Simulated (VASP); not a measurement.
# AlN (P6_3mc) in VASP: a series of runs

AlN is run at these levels: LDA; tasks: single point, relaxation of cell and atoms.

Everything below comes from runs of VASP 6.6.1. Logs are shortened: lines on timing, memory, paths and dates and some standing lists are left out, and cuts for length are marked.

**The experiment to reproduce.**

“Self-assembly of well-separated AlN nanowires directly on sputtered metallic TiN films”, 2019, arxiv:1910.07391 quotes, for a bulk crystal of AlN at 10 K: band gap 6.034 eV (an exciton energy, a little under the gap).

The runs below are set against these values where they give the same quantity.

## Step 1: The cell of the first run

Symmetry: P6_3mc, No. 186, hexagonal system. Conventional cell: a = 3.089 Å, b = 3.089 Å, c = 4.943 Å, α = 90.00°, β = 90.00°, γ = 120.00°. Within 2.5 Å of Al (site symmetry 3m) lie 4 N at 1.88 to 1.89 Å. Within 2.5 Å of N (site symmetry 3m) lie 4 Al at 1.88 to 1.89 Å.

## Step 2: Single point, LDA

Contents of INCAR:

```
  PREC = Accurate
  ENCUT = 520
  EDIFF = 1E-6
  ISMEAR = 0
  SIGMA = 0.02
  LREAL = False
  LASPH = True
  NELM = 60
  ALGO = Normal
  ISIF = 2
  LWAVE = False
  LCHARG = False
  NBANDS = 16
```

Contents of KPOINTS:

```
regular mesh
0
Gamma
  9 9 6
```

Contents of POSCAR:

```
AlN
1.0
    3.0886572978      0.0000000000      0.0000000000
   -1.5443286489      2.6748556835      0.0000000000
    0.0000000000      0.0000000000      4.9430255636
Al N
2 2
Direct
    0.3333333333      0.6666666667      0.0015060432
    0.6666666667      0.3333333333      0.5015060432
    0.3333333333      0.6666666667      0.3834939568
    0.6666666667      0.3333333333      0.8834939568
```

Potentials or basis: VASP PAW LDA potentials, release 64 (Al, N).

The run is started by

```console
> cat potpaw_LDA.64/Al/POTCAR potpaw_LDA.64/N/POTCAR > POTCAR
> mpirun -np 1 vasp_std > vasp.out
```

OUTCAR:

```text
PREC = Accurate
   ENCUT = 520
   EDIFF = 1E-6
   ISMEAR = 0
   LREAL = False
   LASPH = True
   NELM = 60
   ISIF = 2

 ion  position               nearest neighbor table
   1  0.333  0.667  0.002-   4 1.88   4 1.88   4 1.88   3 1.89   2 3.05   2 3.05   2 3.05   2 3.05
                             2 3.05   2 3.05
   2  0.667  0.333  0.502-   3 1.88   3 1.88   3 1.88   4 1.89   1 3.05   1 3.05   1 3.05   1 3.05
                             1 3.05   1 3.05
   3  0.333  0.667  0.383-   2 1.88   2 1.88   2 1.88   1 1.89
   4  0.667  0.333  0.883-   1 1.88   1 1.88   1 1.88   2 1.89

  LATTYP: Found a hexagonal cell.
 ALAT       =     3.0886572978
 C/A-ratio  =     1.6003800639

  Lattice vectors:

 A1 = (   3.0886572978,   0.0000000000,   0.0000000000)
 A2 = (  -1.5443286489,   2.6748556835,   0.0000000000)
 A3 = (   0.0000000000,   0.0000000000,   4.9430255636)

Analysis of symmetry for initial positions (statically):
=====================================================================
 Subroutine PRICEL returns:
 Original cell was already a primitive cell.

 Routine SETGRP: Setting up the symmetry group for a
 hexagonal supercell.

 Subroutine GETGRP returns: Found 12 space group operations
 (whereof  6 operations were pure point group operations)
 out of a pool of 24 trial point group operations.

The static configuration has the point symmetry C_3v.
 The point group associated with its full space group is C_6v.

Analysis of symmetry for dynamics (positions and initial velocities):
=====================================================================
 Subroutine PRICEL returns:
 Original cell was already a primitive cell.

 Routine SETGRP: Setting up the symmetry group for a
 hexagonal supercell.

 Subroutine GETGRP returns: Found 12 space group operations
 (whereof  6 operations were pure point group operations)
 out of a pool of 24 trial point group operations.

The dynamic configuration has the point symmetry C_3v.
 The point group associated with its full space group is C_6v.

 Subroutine INISYM returns: Found 12 space group operations
 (whereof  6 operations are pure point group operations),
 and found     1 'primitive' translations

----------------------------------------------------------------------------------------

                                     Primitive cell

  volume of cell :      40.8379

  direct lattice vectors                    reciprocal lattice vectors
     3.088657298  0.000000000  0.000000000     0.323765282  0.186925973  0.000000000
    -1.544328649  2.674855684  0.000000000     0.000000000  0.373851945  0.000000000
     0.000000000  0.000000000  4.943025564     0.000000000  0.000000000  0.202305245

  length of vectors
     3.088657298  3.088657298  4.943025564     0.373851945  0.373851945  0.202305245

  position of ions in fractional coordinates (direct lattice)
     0.333333333  0.666666667  0.001506043
     0.666666667  0.333333333  0.501506043
     0.333333333  0.666666667  0.383493957
     0.666666667  0.333333333  0.883493957

  ion indices of the primitive-cell ions
   primitive index   ion index
                 1           1
                 2           2
                 3           3
                 4           4

----------------------------------------------------------------------------------------

 KPOINTS: regular mesh

Automatic generation of k-mesh.
 Grid dimensions read from file:
 generate k-points for:    9    9    6

 Generating k-lattice:

  Cartesian coordinates                     Fractional coordinates (reciprocal lattice)
     0.035973920  0.020769553  0.000000000     0.111111111  0.000000000  0.000000000
     0.000000000  0.041539105  0.000000000     0.000000000  0.111111111  0.000000000
     0.000000000  0.000000000  0.033717541     0.000000000  0.000000000  0.166666667

  Length of vectors
     0.041539105  0.041539105  0.033717541

  Shift w.r.t. Gamma in fractional coordinates (k-lattice)
     0.000000000  0.000000000  0.000000000

 Subroutine IBZKPT returns following result:
 ===========================================

 Found     48 irreducible k-points:

 Following reciprocal coordinates:
            Coordinates               Weight
  0.000000  0.000000  0.000000      1.000000
  0.111111  0.000000  0.000000      6.000000
  0.222222 -0.000000  0.000000      6.000000
  0.333333  0.000000  0.000000      6.000000
  0.444444 -0.000000  0.000000      6.000000
  0.111111  0.111111  0.000000      6.000000
[... 16 lines left out ...]
  0.333333  0.222222  0.166667     24.000000
  0.333333  0.333333  0.166667      4.000000
 [... further k-points ...]
   k-points           NKPTS =     48   k-points in BZ     NKDIM =     48   number of bands    NBANDS=     16
   number of dos      NEDOS =    301   number of ions     NIONS =      4
   total plane-waves  NPLWV =  23040
   dimension x,y,z NGX =    24 NGY =   24 NGZ =   40
   dimension x,y,z NGXF=    48 NGYF=   48 NGZF=   80
   ions per type =               2   2
   NGX,Y,Z   is equivalent  to a cutoff of  12.92, 12.92, 13.45 a.u.
   NGXF,Y,Z  is equivalent  to a cutoff of  25.84, 25.84, 26.91 a.u.
 SYSTEM =  unknown system
   PREC   = accura    normal or accurate (medium, high low for compatibility)
   ISTART =      0    job   : 0-new  1-cont  2-samecut
   ICHARG =      2    charge: 1-file 2-atom 10-const
   ISPIN  =      1    spin polarized calculation?
   LNONCOLLINEAR =      F non collinear calculations
   LSORBIT =      F    spin-orbit coupling
   LASPH  =      T    aspherical Exc in radial PAW
   ENCUT  =  520.0 eV  38.22 Ry    6.18 a.u.   5.74  5.74  9.19*2*pi/ulx,y,z
   NELM   =     60;   NELMIN=  2; NELMDL= -5     # of ELM steps
   EDIFF  = 0.1E-05   stopping-criterion for ELM
   LREAL  =      F    real-space projection
   EDIFFG = 0.1E-04   stopping-criterion for IOM
   NSW    =      0    number of steps for IOM
   IBRION =     -1    ionic relax: 0-MD 1-quasi-New 2-CG
   NFREE  =      0    steps in history (QN), initial steepest desc. (CG)
   ISIF   =      2    stress and relaxation
   ISYM   =      2    0-nonsym 1-usesym 2-fastsym
   POTIM  = 0.5000    time-step for ionic-motion
   TEBEG  =    0.0;   TEEND  =   0.0 temperature during run
   PSTRESS=    0.0 pullay stress
   NELECT =      16.0000    total number of electrons
   NUPDOWN=      -1.0000    fix difference up-down
   EMIN   =  10.00;   EMAX   =-10.00  energy-range for DOS
   EFERMI =   0.00;   METHOD = LEGACY
   ISMEAR =     0;   SIGMA  =   0.02  broadening in eV -4-tet -1-fermi 0-gaus
   EFERMI_NEDOS =   21; number of points for ismear=-14 and -15
   IALGO  =     38    algorithm
   IMIX   =      4    mixing-type and parameters
     AMIX     =   0.40;   BMIX     =  1.00
     AMIX_MAG =   1.60;   BMIX_MAG =  1.00
  volume/ion in A,a.u.               =      10.21        68.90
  Fermi-wavevector in a.u.,A,eV,Ry     =   1.197918  2.263737 19.524471  1.435008
  Thomas-Fermi vector in A             =   2.333821
   LORBIT       =      0    0 simple, 1 ext, 2 COOP (PROOUT), +10 PAW based schemes
   GGA     = CA    functional components
   LHFCALC =     F    Hartree Fock is set to
   AEXX    =    0.0000 exact exchange contribution
   IVDW    =     0    specifies the selected vdW correction
   LEPSILON=     F    determine dielectric tensor
   LRPA    =     F    only Hartree local field effects (RPA)
 non-spin polarized calculation
 Gauss-broadening in eV      SIGMA  =   0.02
  energy-cutoff  :      520.00
  volume of cell :       40.84
 maximum number of plane-waves:      1118
 NGX is ok and might be reduce to    24
   NGX = 11   NGY = 11   NGZ = 19

 number of electron      15.9999999 magnetization

 Free energy of the ion-electron system (eV)
  ---------------------------------------------------
  ext. energy  EPLUGINS =         0.00000000
  ---------------------------------------------------
  free energy    TOTEN  =       -32.84102579 eV

  energy without entropy =      -32.84102579  energy(sigma->0) =      -32.84102579

 E-fermi :   6.2859     XC(G=0): -11.3438

 val. band max:        6.1162141982   @ k =   0.0000   0.0000   0.0000
 cond. band min:      10.5403742687   @ k =   0.0000   0.0000   0.0000
 fundamental gap:      4.4241600705
 Fermi energy:         6.2859115619

 k-point     1 :       0.0000    0.0000    0.0000
  band No.  band energies     occupation
      1      -9.0580      2.00000
      2      -6.7636      2.00000
      3      -0.0388      2.00000
      4       5.2258      2.00000
      5       5.2258      2.00000
      6       5.8874      2.00000
[... 8 lines left out ...]
     15      19.2399      0.00000
     16      19.2399      0.00000

 k-point     2 :       0.1111    0.0000    0.0000
  band No.  band energies     occupation
      1      -8.8938      2.00000
      2      -6.6699      2.00000
      3       0.1520      2.00000
      4       4.5072      2.00000
      5       5.0216      2.00000
      6       5.2182      2.00000
[... 8 lines left out ...]
     15      19.0920      0.00000
     16      19.2468      0.00000

 k-point     3 :       0.2222   -0.0000    0.0000
  band No.  band energies     occupation
      1      -8.4260      2.00000
      2      -6.4339      2.00000
      3       0.7066      2.00000
      4       2.9751      2.00000
      5       3.9496      2.00000
      6       4.6041      2.00000
[... 8 lines left out ...]
     15      18.3043      0.00000
     16      19.0127      0.00000

 k-point     4 :       0.3333    0.0000    0.0000
  band No.  band energies     occupation
      1      -7.7461      2.00000
      2      -6.2048      2.00000
      3       1.5074      2.00000
      4       1.5587      2.00000
      5       2.7378      2.00000
      6       4.2173      2.00000
[... 8 lines left out ...]
     15      18.2454      0.00000
     16      20.5047      0.00000

 k-point     5 :       0.4444   -0.0000    0.0000
  band No.  band energies     occupation
      1      -7.0915      2.00000
      2      -6.1874      2.00000
      3       0.6437      2.00000
      4       1.9646      2.00000
      5       2.4777      2.00000
      6       3.9953      2.00000
[... 8 lines left out ...]
     15      18.8104      0.00000
     16      21.3425      0.00000

 k-point     6 :       0.1111    0.1111    0.0000
  band No.  band energies     occupation
      1      -8.5774      2.00000
      2      -6.5041      2.00000
      3       0.5251      2.00000
      4       3.6578      2.00000
      5       3.9027      2.00000
      6       4.9664      2.00000
[... 8 lines left out ...]
     15      18.5577      0.00000
     16      19.2595      0.00000
[... 267 lines left out ...]
 k-point    21 :       0.4444    0.1111    0.1667
  band No.  band energies     occupation
      1      -6.8310      2.00000
      2      -6.2454      2.00000
      3       0.5095      2.00000
      4       1.5742      2.00000
      5       2.9984      2.00000
      6       3.7443      2.00000
[... 8 lines left out ...]
     15      18.8204      0.00000
     16      21.1558      0.00000

 k-point    22 :       0.2222    0.2222    0.1667
  band No.  band energies     occupation
      1      -7.3108      2.00000
      2      -6.2203      2.00000
      3       1.4049      2.00000
      4       1.6658      2.00000
      5       2.9452      2.00000
      6       3.3891      2.00000
[... 8 lines left out ...]
     15      18.3773      0.00000
     16      21.0982      0.00000

 k-point    23 :       0.3333    0.2222    0.1667
  band No.  band energies     occupation
      1      -6.7480      2.00000
      2      -6.2108      2.00000
      3       0.9811      2.00000
      4       1.6962      2.00000
      5       2.5174      2.00000
      6       3.5599      2.00000
[... 8 lines left out ...]
     15      18.8829      0.00000
     16      20.9835      0.00000

 k-point    24 :       0.3333    0.3333    0.1667
  band No.  band energies     occupation
      1      -6.3770      2.00000
      2      -6.3770      2.00000
      3       1.2520      2.00000
      4       1.8523      2.00000
      5       1.8523      2.00000
      6       3.3283      2.00000
[... 8 lines left out ...]
     15      19.1446      0.00000
     16      21.2752      0.00000

 [... further k-points ...]
[... 5 lines left out ...]
  --------------------------------------------------------------------------------------
  -------------------------------------------------------------------------------------
  Total        0.1630738      0.1630738      0.1587594      0.0000000      0.0000000      0.0000000
  in kB        6.3978186      6.3978186      6.2285510      0.0000000      0.0000000      0.0000000
  external PRESSURE =       6.3413961 kB  Pullay stress =       0.0000000 kB

 VOLUME and BASIS-vectors are now :
 -----------------------------------------------------------------------------
  energy-cutoff  :      520.00
  volume of cell :       40.84
      direct lattice vectors                 reciprocal lattice vectors
     3.088657298  0.000000000  0.000000000     0.323765282  0.186925973  0.000000000
    -1.544328649  2.674855684  0.000000000     0.000000000  0.373851945  0.000000000
     0.000000000  0.000000000  4.943025564     0.000000000  0.000000000  0.202305245

 POSITION                                       TOTAL-FORCE (eV/Angst)
 -----------------------------------------------------------------------------------
     -0.00000      1.78324      0.00744        -0.000000      0.000000     -0.000605
      1.54433      0.89162      2.47896        -0.000000     -0.000000     -0.000605
     -0.00000      1.78324      1.89562        -0.000000     -0.000000      0.000605
      1.54433      0.89162      4.36713         0.000000      0.000000      0.000605
 -----------------------------------------------------------------------------------
    total drift:                               -0.000000      0.000000     -0.000416

  FREE ENERGIE OF THE ION-ELECTRON SYSTEM (eV)
  ---------------------------------------------------
  free  energy   TOTEN  =       -32.8410257905 eV

  energy  without entropy=      -32.8410257905  energy(sigma->0) =      -32.84102579
```

Run time: 8.3 s. Hardware: 1 thread of Intel Xeon 6975P-C (Granite Rapids), shared host; peak memory 0.15 GiB.

What came out:

```yaml
Free_energy: -32.8410 eV
Pressure: 0.6 GPa
Band_gap_on_the_k_mesh: 4.42 eV, direct
```

## Step 3: Relaxation of cell and atoms, LDA

This run uses another cell than the first one, of 10.43 Å³/atom, 1.022 times its volume.

Contents of INCAR:

```
SYSTEM = AlN
PREC     = Accurate       ! precision mode
ENCUT    = 600            ! plane-wave cutoff, eV
EDIFF    = 1E-6           ! SCF threshold, eV
ISMEAR   = 0              ! smearing method
SIGMA    = 0.02           ! smearing width, eV
LREAL    = .False.        ! projectors in reciprocal space
LASPH    = .True.         ! aspherical terms in the spheres
NELM     = 100            ! most SCF steps
ALGO     = Normal         ! electronic algorithm
ISIF     = 3              ! what is computed and relaxed
LWAVE    = .False.        ! write WAVECAR
LCHARG   = .False.        ! write CHGCAR
IBRION   = 2              ! ionic algorithm
NSW      = 100            ! ionic steps
EDIFFG   = -0.005         ! ionic threshold
```

Contents of KPOINTS:

```
Automatic mesh
0
Gamma
  9 9 6
  0 0 0
```

Contents of POSCAR:

```
AlN
1.0
    3.1110021516      0.0000000000      0.0000000000
   -1.5555010758      2.6942068945      0.0000000000
    0.0000000000      0.0000000000      4.9780000000
Al N
2 2
Direct
    0.3333333333      0.6666666667      0.0000000000
    0.6666666667      0.3333333333      0.5000000000
    0.3333333333      0.6666666667      0.3850000000
    0.6666666667      0.3333333333      0.8850000000
```

Potentials or basis: VASP PAW LDA potentials, release 64 (Al, N).

The run is started by

```console
> cat potpaw_LDA.64/Al/POTCAR potpaw_LDA.64/N/POTCAR > POTCAR
> mpirun -np 1 vasp_std > vasp.out
```

It took 38 s on 1 thread of Intel Xeon 6975P-C (Granite Rapids), shared host; peak memory 0.16 GiB.

The run converged. Its results:

* Free energy: -32.8434 eV
* Relaxed volume: 10.24 Å³/atom
* Relaxed cell: a = 3.091 Å, b = 3.091 Å, c = 4.948 Å, α = 90.00°, β = 90.00°, γ = 120.00°
* Space group after relaxing (to 0.05 Å): P6_3mc (No. 186)
* Energy gained by relaxing: 3.1 meV/atom
* Ionic steps: 8
* Pressure after relaxing: 0.0 GPa
* Band gap on the k mesh: 4.40 eV, direct

The path:
```csv
step,energy change (eV),largest force (eV/Å),pressure (GPa),volume (Å³)
1,0.0000,0.1863,-3.91,41.72
2,-0.0020,0.1219,3.96,40.21
3,-0.0121,0.0387,0.06,40.92
4,-0.0121,0.0354,0.17,40.90
5,-0.0123,0.0021,0.04,40.93
6,-0.0124,0.0132,-0.01,40.94
7,-0.0124,0.0078,-0.05,40.95
8,-0.0124,0.0006,-0.03,40.95
```

Final structure:
```cif
data_structure
_symmetry_space_group_name_H-M 'P 1'
_symmetry_Int_Tables_number 1
_cell_length_a 3.0914
_cell_length_b 3.0914
_cell_length_c 4.9479
_cell_angle_alpha 90.000
_cell_angle_beta 90.000
_cell_angle_gamma 120.000
_cell_volume 40.95
loop_
_atom_site_label
_atom_site_type_symbol
_atom_site_fract_x
_atom_site_fract_y
_atom_site_fract_z
_atom_site_occupancy
Al1 Al 0.33333 0.66667 0.00151 1
Al2 Al 0.66667 0.33333 0.50151 1
N1 N 0.33333 0.66667 0.38349 1
N2 N 0.66667 0.33333 0.88349 1
```

Levels at points of the mesh, in eV from the valence-band top:
| k point | band 5 | band 6 | band 7 | band 8 | band 9 | band 10 | band 11 | band 12 |
| --- | --- | --- | --- | --- | --- | --- | --- | --- |
| (0.00, 0.00, 0.00) | -0.89 | -0.23 | -0.23 | 0.00 | 4.40 | 6.71 | 10.63 | 11.08 |
| (0.00, 0.00, 0.50) | -0.57 | -0.57 | -0.57 | -0.57 | 6.58 | 6.58 | 10.30 | 10.30 |

A k mesh can miss the band edges. Zero-point motion and thermal expansion aren't in these numbers.

## Step 4: Against experiment

Step 2. A measured gap of AlN is 6.034 eV (an exciton energy, a little under the gap; 10 K; quoted in “Self-assembly of well-separated AlN nanowires directly on sputtered metallic TiN films”, 2019, arxiv:1910.07391); the calculated 4.42 eV misses it by -1.61 eV. 2 values of this kind are on record (6.034 to 6.0343 eV); this one was drawn at random. The value is that of LDA on a finite k mesh, which can miss the band edges, without temperature or zero-point motion. Semilocal functionals fall short of measured gaps as a rule.
